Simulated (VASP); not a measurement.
# ZnO (P6_3/mmc) in VASP: a series of runs, part 2 of 2

VASP 6.6.1. The steps go on from the part before.

### 3 Relaxation of cell and atoms, PBE

This run uses another cell than the first one, of 16.69 Å³/atom.

Contents of INCAR:

```
PREC = Accurate
ENCUT = 600
EDIFF = 1E-6
ISMEAR = 0
SIGMA = 0.02
LREAL = False
LASPH = True
NELM = 60
ALGO = Normal
ISIF = 3
LWAVE = False
LCHARG = False
GGA = PE
IBRION = 2
NSW = 100
EDIFFG = -0.01
```

Contents of KPOINTS:

```
regular mesh
0
Gamma
  12 12 4
```

Contents of POSCAR:

```
ZnO
1.0
    3.2879672100      0.0000000000      0.0000000000
   -1.6439836000      2.8474631300      0.0000000000
    0.0000000000      0.0000000000      7.1304411900
Zn O
2 2
Direct
    0.0000000000      0.0000000000      0.7500000000
    0.0000000000      0.0000000000      0.2500000000
    0.3333333300      0.6666666700      0.2500000000
    0.6666666700      0.3333333300      0.7500000000
```

Potentials or basis: VASP PAW PBE potentials, release 64 (Zn, O).

Command:

```bash
$ cat potpaw_PBE.64/Zn/POTCAR potpaw_PBE.64/O/POTCAR > POTCAR
$ mpirun -np 1 vasp_std > vasp.out
```

OUTCAR:

```text
PREC = Accurate
   ENCUT = 600
   EDIFF = 1E-6
   ISMEAR = 0
   LREAL = False
   LASPH = True
   NELM = 60
   ISIF = 3
   GGA = PE
   IBRION = 2
   NSW = 100
   EDIFFG = -0.01

 ion  position               nearest neighbor table
   1  0.000  0.000  0.750-   4 1.90   4 1.90   4 1.90
   2  0.000  0.000  0.250-   3 1.90   3 1.90   3 1.90
   3  0.333  0.667  0.250-   2 1.90   2 1.90   2 1.90
   4  0.667  0.333  0.750-   1 1.90   1 1.90   1 1.90

  LATTYP: Found a hexagonal cell.
 ALAT       =     3.2879672100
 C/A-ratio  =     2.1686472932

  Lattice vectors:

 A1 = (   3.2879672100,   0.0000000000,   0.0000000000)
 A2 = (  -1.6439836000,   2.8474631300,   0.0000000000)
 A3 = (   0.0000000000,   0.0000000000,   7.1304411900)

Analysis of symmetry for initial positions (statically):
=====================================================================
 Subroutine PRICEL returns:
 Original cell was already a primitive cell.

 Routine SETGRP: Setting up the symmetry group for a
 hexagonal supercell.

[... 221 lines left out ...]

 E-fermi :  -0.6708     XC(G=0):  -8.9282

 val. band max:       -0.7567228021   @ k =   0.0000   0.0000   0.0000
 cond. band min:       0.0700484559   @ k =   0.0000   0.0000   0.0000
 fundamental gap:      0.8267712580
 Fermi energy:        -0.6707772900

 k-point     1 :       0.0000    0.0000    0.0000
  band No.  band energies     occupation
      1     -18.2301      2.00000
      2     -18.1505      2.00000
      3      -6.8721      2.00000
      4      -6.8721      2.00000
      5      -6.8577      2.00000
      6      -6.8577      2.00000
[... 589 lines left out ...]
     21       6.0896      0.00000
     22       7.9107      0.00000

 [... further k-points ...]

------------------------ aborting loop because EDIFF is reached ----------------------------------------

  FORCE on cell =-STRESS in cart. coord.  units (eV):
  Direction    XX          YY          ZZ          XY          YZ          ZX
  --------------------------------------------------------------------------------------
  -------------------------------------------------------------------------------------
  Total        0.0237568      0.0237568      0.0210414      0.0000000     -0.0000000      0.0000000
  in kB        0.5704242      0.5704242      0.5052259      0.0000000     -0.0000000      0.0000000
  external PRESSURE =       0.5486915 kB  Pullay stress =       0.0000000 kB

 VOLUME and BASIS-vectors are now :
 -----------------------------------------------------------------------------
  energy-cutoff  :      600.00
  volume of cell :       66.73
      direct lattice vectors                 reciprocal lattice vectors
     3.286313199 -0.000000000  0.000000000     0.304292360  0.175683276 -0.000000000
    -1.643156594  2.846030714 -0.000000000     0.000000000  0.351366552 -0.000000000
     0.000000000  0.000000000  7.134302571     0.000000000  0.000000000  0.140167871

 POSITION                                       TOTAL-FORCE (eV/Angst)
 -----------------------------------------------------------------------------------
      3.28631     -0.00000      5.35073        -0.000000      0.000000     -0.000000
      1.64316      2.84603      1.78358         0.000000     -0.000000      0.000000
     -0.00000      1.89735      1.78358         0.000000     -0.000000      0.000000
      1.64316      0.94868      5.35073        -0.000000      0.000000     -0.000000
 -----------------------------------------------------------------------------------
    total drift:                                0.000000      0.000000      0.000000

  FREE ENERGIE OF THE ION-ELECTRON SYSTEM (eV)
  ---------------------------------------------------
  free  energy   TOTEN  =       -16.9717701949 eV

  energy  without entropy=      -16.9717701949  energy(sigma->0) =      -16.97177019

 reached required accuracy - stopping structural energy minimisation
```

OSZICAR:

```text
N       E                     dE             d eps       ncg     rms          rms(c)
DAV:   1     0.306678058862E+03    0.30668E+03   -0.20088E+04  2508   0.233E+03
DAV:   2     0.166451308742E+02   -0.29003E+03   -0.27681E+03  2788   0.444E+02
[... 14 lines left out ...]
   1 F= -.16971737E+02 E0= -.16971737E+02  d E =-.169717E+02
       N       E                     dE             d eps       ncg     rms          rms(c)
DAV:   1    -0.169720030838E+02   -0.26642E-03   -0.78389E-03  2798   0.110E+00    0.109E-01
DAV:   2    -0.169718595479E+02    0.14354E-03   -0.59644E-04  2964   0.507E-01    0.705E-02
DAV:   3    -0.169717838220E+02    0.75726E-04   -0.36405E-05  3312   0.860E-02    0.275E-02
DAV:   4    -0.169717698699E+02    0.13952E-04   -0.22663E-05  3034   0.477E-02    0.600E-03
DAV:   5    -0.169717701949E+02   -0.32502E-06   -0.38689E-06  2478   0.260E-02
   2 F= -.16971770E+02 E0= -.16971770E+02  d E =-.336181E-04
```

Wall time 2.4 min (1 thread of AMD EPYC 7R13 (Zen 3), shared host); peak memory 0.23 GiB.

Results:

| Quantity | Value |
| --- | --- |
| Free energy | -16.9718 eV |
| Relaxed volume | 16.68 Å³/atom |
| Relaxed cell | a = 3.286 Å, b = 3.286 Å, c = 7.134 Å, α = 90.00°, β = 90.00°, γ = 120.00° |
| Space group after relaxing (to 0.1 Å) | P6_3/mmc (No. 194) |
| Energy gained by relaxing | 0.0 meV/atom |
| Ionic steps | 2 |
| Pressure after relaxing | 0.1 GPa |
| Band gap on the k mesh | 0.83 eV |

Final structure:
```yaml
crystal:
  lattice:
    - [3.28631, 0.00000, 0.00000]
    - [-1.64316, 2.84603, 0.00000]
    - [0.00000, 0.00000, 7.13430]
  atoms:
    - { symbol: Zn, position: [0.00000, 0.00000, 0.75000] }
    - { symbol: Zn, position: [0.00000, 0.00000, 0.25000] }
    - { symbol: O, position: [0.33333, 0.66667, 0.25000] }
    - { symbol: O, position: [0.66667, 0.33333, 0.75000] }
```

A k mesh can miss the band edges.
